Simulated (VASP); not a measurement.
# Cu (Im-3m) in VASP: further runs

Runs on Cu. Level: PBEsol. Tasks: single point, relaxation of cell and atoms.

Program: VASP 6.6.1. These are calculated values, not measurements. Logs are shortened: lines on timing, memory, paths and dates and some standing lists are left out, and cuts for length are marked.

## (1) The cell of the first run

Symmetry: Im-3m, No. 229, cubic system. The conventional cell has a = 2.783 Å, b = 2.783 Å, c = 2.783 Å, α = 90.00°, β = 90.00°, γ = 90.00°. Cu (site symmetry m-3m) has 14 Cu at 2.41 to 2.78 Å within 3.2 Å.

## (2) Single point, PBEsol

File INCAR:

```
SYSTEM = Cu
PREC = Accurate
ENCUT = 520
EDIFF = 1E-6
ISMEAR = -1
SIGMA = 0.05
LREAL = .False.
LASPH = .True.
NELM = 80
ALGO = Normal
ISIF = 2
LWAVE = .False.
LCHARG = .True.
GGA = PS
LELF = .True.
LVHAR = .True.
NBANDS = 12
```

File KPOINTS:

```
regular mesh
0
Gamma
  21 21 21
  0 0 0
```

File POSCAR:

```
Cu
1.0
    1.3914842615      1.3914842615      1.3914842615
   -1.3914842615      1.3914842615      1.3914842615
   -1.3914842615     -1.3914842615      1.3914842615
Cu
1
Direct
    0.0000000000      0.0000000000      0.0000000000
```

Potentials or basis: VASP PAW PBE potentials, release 64 (Cu).

Run with:

```
$ cat potpaw_PBE.64/Cu/POTCAR > POTCAR
$ mpirun -np 1 vasp_std > vasp.out
```

OUTCAR:

```text
SYSTEM = Cu
   PREC = Accurate
   ENCUT = 520
   EDIFF = 1E-6
   ISMEAR = -1
   LREAL = .False.
   LASPH = .True.
   NELM = 80
   ISIF = 2
   GGA = PS

 ion  position               nearest neighbor table
   1  0.000  0.000  0.000-

  LATTYP: Found a body centered cubic cell.
 ALAT       =     2.7829685230

  Lattice vectors:

 A1 = (   1.3914842615,  -1.3914842615,  -1.3914842615)
 A2 = (   1.3914842615,   1.3914842615,   1.3914842615)
 A3 = (  -1.3914842615,  -1.3914842615,   1.3914842615)

Analysis of symmetry for initial positions (statically):
=====================================================================
 Subroutine PRICEL returns:
 Original cell was already a primitive cell.

 Routine SETGRP: Setting up the symmetry group for a
 body centered cubic supercell.

 Subroutine GETGRP returns: Found 48 space group operations
 (whereof 48 operations were pure point group operations)
 out of a pool of 48 trial point group operations.

The static configuration has the point symmetry O_h .

Analysis of symmetry for dynamics (positions and initial velocities):
=====================================================================
 Subroutine PRICEL returns:
 Original cell was already a primitive cell.

 Routine SETGRP: Setting up the symmetry group for a
 body centered cubic supercell.

 Subroutine GETGRP returns: Found 48 space group operations
 (whereof 48 operations were pure point group operations)
 out of a pool of 48 trial point group operations.

The dynamic configuration has the point symmetry O_h .

 Subroutine INISYM returns: Found 48 space group operations
 (whereof 48 operations are pure point group operations),
 and found     1 'primitive' translations

----------------------------------------------------------------------------------------

                                     Primitive cell

  volume of cell :      10.7769

  direct lattice vectors                    reciprocal lattice vectors
     1.391484262  1.391484262  1.391484262     0.359328534  0.000000000  0.359328534
    -1.391484262  1.391484262  1.391484262    -0.359328534  0.359328534  0.000000000
    -1.391484262 -1.391484262  1.391484262     0.000000000 -0.359328534  0.359328534

  length of vectors
     2.410121439  2.410121439  2.410121439     0.508167286  0.508167286  0.508167286

  position of ions in fractional coordinates (direct lattice)
     0.000000000  0.000000000  0.000000000

  ion indices of the primitive-cell ions
   primitive index   ion index
                 1           1

----------------------------------------------------------------------------------------

 KPOINTS: regular mesh

Automatic generation of k-mesh.
 Grid dimensions read from file:
 generate k-points for:   21   21   21

 Generating k-lattice:

  Cartesian coordinates                     Fractional coordinates (reciprocal lattice)
     0.017110883  0.000000000  0.017110883     0.047619048  0.000000000  0.000000000
    -0.017110883  0.017110883  0.000000000     0.000000000  0.047619048  0.000000000
     0.000000000 -0.017110883  0.017110883     0.000000000  0.000000000  0.047619048

  Length of vectors
     0.024198442  0.024198442  0.024198442

  Shift w.r.t. Gamma in fractional coordinates (k-lattice)
     0.000000000  0.000000000  0.000000000

 Subroutine IBZKPT returns following result:
 ===========================================

 Found    286 irreducible k-points:

 Following reciprocal coordinates:
            Coordinates               Weight
  0.000000  0.000000  0.000000      1.000000
  0.047619  0.000000  0.000000     12.000000
  0.095238  0.000000  0.000000     12.000000
  0.142857  0.000000  0.000000     12.000000
  0.190476  0.000000  0.000000     12.000000
  0.238095  0.000000  0.000000     12.000000
[... 16 lines left out ...]
  0.238095  0.095238  0.000000     48.000000
  0.285714  0.095238  0.000000     48.000000
 [... further k-points ...]
   k-points           NKPTS =    286   k-points in BZ     NKDIM =    286   number of bands    NBANDS=     12
   number of dos      NEDOS =    301   number of ions     NIONS =      1
   total plane-waves  NPLWV =   5832
   dimension x,y,z NGX =    18 NGY =   18 NGZ =   18
   dimension x,y,z NGXF=    36 NGYF=   36 NGZF=   36
   ions per type =               1
   NGX,Y,Z   is equivalent  to a cutoff of  12.42, 12.42, 12.42 a.u.
   NGXF,Y,Z  is equivalent  to a cutoff of  24.83, 24.83, 24.83 a.u.
 SYSTEM =  Cu
   PREC   = accura    normal or accurate (medium, high low for compatibility)
   ISTART =      0    job   : 0-new  1-cont  2-samecut
   ICHARG =      2    charge: 1-file 2-atom 10-const
   ISPIN  =      1    spin polarized calculation?
   LNONCOLLINEAR =      F non collinear calculations
   LSORBIT =      F    spin-orbit coupling
   LASPH  =      T    aspherical Exc in radial PAW
   ENCUT  =  520.0 eV  38.22 Ry    6.18 a.u.   4.48  4.48  4.48*2*pi/ulx,y,z
   NELM   =     80;   NELMIN=  2; NELMDL= -5     # of ELM steps
   EDIFF  = 0.1E-05   stopping-criterion for ELM
   LREAL  =      F    real-space projection
   EDIFFG = 0.1E-04   stopping-criterion for IOM
   NSW    =      0    number of steps for IOM
   IBRION =     -1    ionic relax: 0-MD 1-quasi-New 2-CG
   NFREE  =      0    steps in history (QN), initial steepest desc. (CG)
   ISIF   =      2    stress and relaxation
   ISYM   =      2    0-nonsym 1-usesym 2-fastsym
   POTIM  = 0.5000    time-step for ionic-motion
   TEBEG  =    0.0;   TEEND  =   0.0 temperature during run
   PSTRESS=    0.0 pullay stress
   NELECT =      11.0000    total number of electrons
   NUPDOWN=      -1.0000    fix difference up-down
   EMIN   =  10.00;   EMAX   =-10.00  energy-range for DOS
   EFERMI =   0.00;   METHOD = LEGACY
   ISMEAR =    -1;   SIGMA  =   0.05  broadening in eV -4-tet -1-fermi 0-gaus
   EFERMI_NEDOS =   21; number of points for ismear=-14 and -15
   IALGO  =     38    algorithm
   IMIX   =      4    mixing-type and parameters
     AMIX     =   0.40;   BMIX     =  1.00
     AMIX_MAG =   1.60;   BMIX_MAG =  1.00
  volume/ion in A,a.u.               =      10.78        72.73
  Fermi-wavevector in a.u.,A,eV,Ry     =   1.648317  3.114868 36.966339  2.716949
  Thomas-Fermi vector in A             =   2.737627
   LORBIT       =      0    0 simple, 1 ext, 2 COOP (PROOUT), +10 PAW based schemes
   GGA     = PS    functional components
   LHFCALC =     F    Hartree Fock is set to
   AEXX    =    0.0000 exact exchange contribution
   IVDW    =     0    specifies the selected vdW correction
   LEPSILON=     F    determine dielectric tensor
   LRPA    =     F    only Hartree local field effects (RPA)
 non-spin polarized calculation
  energy-cutoff  :      520.00
  volume of cell :       10.78
 maximum number of plane-waves:       321
 NGX is ok and might be reduce to    18
   NGX =  9   NGY =  9   NGZ =  9

 number of electron      11.0000021 magnetization

 Free energy of the ion-electron system (eV)
  ---------------------------------------------------
  ext. energy  EPLUGINS =         0.00000000
  ---------------------------------------------------
  free energy    TOTEN  =        -4.25294415 eV

  energy without entropy =       -4.25069587  energy(sigma->0) =       -4.25182001

 E-fermi :   8.5939     XC(G=0): -13.4522

 val. band max:        8.5234904487   @ k =   0.0476  -0.4762   0.0476
 cond. band min:       8.6161704409   @ k =   0.4286   0.2857   0.1429
 fundamental gap:      0.0926799921
 Fermi energy:         8.5938899558

 k-point     1 :       0.0000    0.0000    0.0000
  band No.  band energies     occupation
      1      -1.5175      2.00000
      2       5.1851      2.00000
      3       5.1851      2.00000
      4       5.1851      2.00000
      5       6.3533      2.00000
      6       6.3533      2.00000
      7      34.5201      0.00000
      8      34.5201      0.00000
      9      34.5201      0.00000
     10      38.9724      0.00000
     11      38.9724      0.00000
     12      39.2174      0.00000

 k-point     2 :       0.0476    0.0000    0.0000
  band No.  band energies     occupation
      1      -1.4239      2.00000
      2       5.1659      2.00000
      3       5.1841      2.00000
      4       5.2236      2.00000
      5       6.3340      2.00000
      6       6.3547      2.00000
      7      33.5546      0.00000
      8      34.3053      0.00000
      9      34.3192      0.00000
     10      37.7377      0.00000
     11      37.7776      0.00000
     12      37.8043      0.00000

 k-point     3 :       0.0952    0.0000    0.0000
  band No.  band energies     occupation
      1      -1.1458      2.00000
      2       5.1103      2.00000
      3       5.1781      2.00000
      4       5.3372      2.00000
      5       6.2839      2.00000
      6       6.3593      2.00000
      7      31.3723      0.00000
      8      33.5540      0.00000
      9      33.8401      0.00000
     10      35.9788      0.00000
     11      36.7167      0.00000
     12      37.3072      0.00000
[... 286 lines left out ...]
 k-point    23 :       0.2381    0.0952    0.0000
  band No.  band energies     occupation
      1       0.1803      2.00000
      2       4.9229      2.00000
      3       5.0160      2.00000
      4       5.9076      2.00000
      5       6.1315      2.00000
      6       6.4167      2.00000
      7      26.3017      0.00000
      8      28.1055      0.00000
      9      31.5241      0.00000
     10      34.1880      0.00000
     11      37.0726      0.00000
     12      38.2670      0.00000

 k-point    24 :       0.2857    0.0952    0.0000
  band No.  band energies     occupation
      1       0.9070      2.00000
      2       4.8042      2.00000
      3       4.9671      2.00000
      4       6.1158      2.00000
      5       6.2104      2.00000
      6       6.4499      2.00000
      7      23.7680      0.00000
      8      27.0387      0.00000
      9      30.3209      0.00000
     10      33.8029      0.00000
     11      37.3309      0.00000
     12      38.3331      0.00000

 [... further k-points ...]

------------------------ aborting loop because EDIFF is reached ----------------------------------------

  FORCE on cell =-STRESS in cart. coord.  units (eV):
  Direction    XX          YY          ZZ          XY          YZ          ZX
  --------------------------------------------------------------------------------------
  -------------------------------------------------------------------------------------
  Total        0.7229820      0.7229820      0.7229820      0.0000000     -0.0000000      0.0000000
  in kB      107.4838372    107.4838372    107.4838372      0.0000000     -0.0000000      0.0000000
  external PRESSURE =     107.4838372 kB  Pullay stress =       0.0000000 kB

 VOLUME and BASIS-vectors are now :
 -----------------------------------------------------------------------------
  energy-cutoff  :      520.00
  volume of cell :       10.78
      direct lattice vectors                 reciprocal lattice vectors
     1.391484262  1.391484262  1.391484262     0.359328534  0.000000000  0.359328534
    -1.391484262  1.391484262  1.391484262    -0.359328534  0.359328534  0.000000000
    -1.391484262 -1.391484262  1.391484262     0.000000000 -0.359328534  0.359328534

 POSITION                                       TOTAL-FORCE (eV/Angst)
 -----------------------------------------------------------------------------------
      0.00000      0.00000      0.00000         0.000000     -0.000000     -0.000000
 -----------------------------------------------------------------------------------
    total drift:                               -0.000000     -0.000000      0.000000

  FREE ENERGIE OF THE ION-ELECTRON SYSTEM (eV)
  ---------------------------------------------------
  free  energy   TOTEN  =        -4.2529441525 eV

  energy  without entropy=       -4.2506958686  energy(sigma->0) =       -4.25182001
```

Run time: 44 s. Hardware: 1 thread of Intel Xeon 8259CL, shared host; peak memory 0.15 GiB.

Results:

```
Free energy : -4.2529 eV
Pressure    : 10.7 GPa
```

Levels at points of the mesh, in eV from the Fermi level:
```tsv
k point	band 3	band 4	band 5	band 6	band 7	band 8
(0.00, 0.00, 0.00)	-3.41	-3.41	-2.24	-2.24	25.93	25.93
```

Caveat: the PAW data sets were made with another functional, which shifts forces and pressure a little.

## (3) Single point, PBEsol

This run uses another cell than the first one, of 11.36 Å³/atom, 1.054 times its volume.

File INCAR:

```
ALGO     = Normal         # electronic algorithm
EDIFF    = 1E-7           # SCF threshold, eV
ENCUT    = 520            # plane-wave cutoff, eV
GGA      = PS             # functional
ISIF     = 2              # what is computed and relaxed
ISMEAR   = -1             # smearing method
LASPH    = True           # aspherical terms in the spheres
LCHARG   = False          # write CHGCAR
LREAL    = False          # projectors in reciprocal space
LWAVE    = False          # write WAVECAR
NBANDS   = 12             # bands
NELM     = 80             # most SCF steps
PREC     = Accurate       # precision mode
SIGMA    = 0.05           # smearing width, eV
```

File KPOINTS:

```
k-points
0
Gamma
  21 21 21
```

File POSCAR:

```
Cu
1.0
    1.4161980552      1.4161980552      1.4161980552
   -1.4161980552      1.4161980552      1.4161980552
   -1.4161980552     -1.4161980552      1.4161980552
Cu
1
Direct
    0.0000000000      0.0000000000      0.0000000000
```

Potentials or basis: VASP PAW PBE potentials, release 64 (Cu).

Run with:

```
$ cat potpaw_PBE.64/Cu/POTCAR > POTCAR
$ mpirun -np 1 vasp_std > vasp.out
```

Wall time 49 s (1 thread of Intel Xeon 8259CL, shared host); peak memory 0.15 GiB.

Results (log left out):

| Property | Result |
| --- | --- |
| Free energy | -4.2733 eV |
| Pressure | 0.7 GPa |

Levels at points of the mesh, in eV from the Fermi level:
```tsv
k point	band 3	band 4	band 5	band 6	band 7	band 8
(0.00, 0.00, 0.00)	-3.22	-3.22	-2.14	-2.14	25.42	25.42
```

Caveat: the PAW data sets were made with another functional, which shifts forces and pressure a little.

(Part 1 of 2 ends here.)
